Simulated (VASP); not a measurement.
Sn, 2 atoms in the cell. The structure is cubic, space group Fd-3m (No. 227). Conventional cell: a = 6.491 Å, b = 6.491 Å, c = 6.491 Å, α = 90.00°, β = 90.00°, γ = 90.00°. Within 3.7 Å of Sn (site symmetry -43m) lie 4 Sn at 2.81 Å. 

- Program: VASP 6.6.1
- Task: single point
- Functional: PBE
- Potentials or basis: VASP PAW PBE potentials, release 64 (Sn_d)
- Cutoff: 520 eV
- k mesh: 11 × 11 × 11
- Occupations: fermi-dirac, width 0.05 eV
- Spin: no spin polarisation
- Dipole correction: no
- Further INCAR settings: ALGO = Normal; EDIFF = 1e-06; NBANDS = 21

Potentials or basis: VASP PAW PBE potentials, release 64 (Sn_d).

The run is started by

```bash
$ cat potpaw_PBE.64/Sn_d/POTCAR > POTCAR
$ mpirun -np 1 vasp_std > vasp.out
```

Hardware: 1 thread of Intel(R) Xeon(R) 6975P-C (Granite Rapids), with other jobs on the host.

Q: How long does it take, and how much memory?

A: Wall time 33 s on 1 thread of Intel(R) Xeon(R) 6975P-C (Granite Rapids), on a shared host, peak memory 0.23 GiB. Counts: scf iterations 12, k points 56.
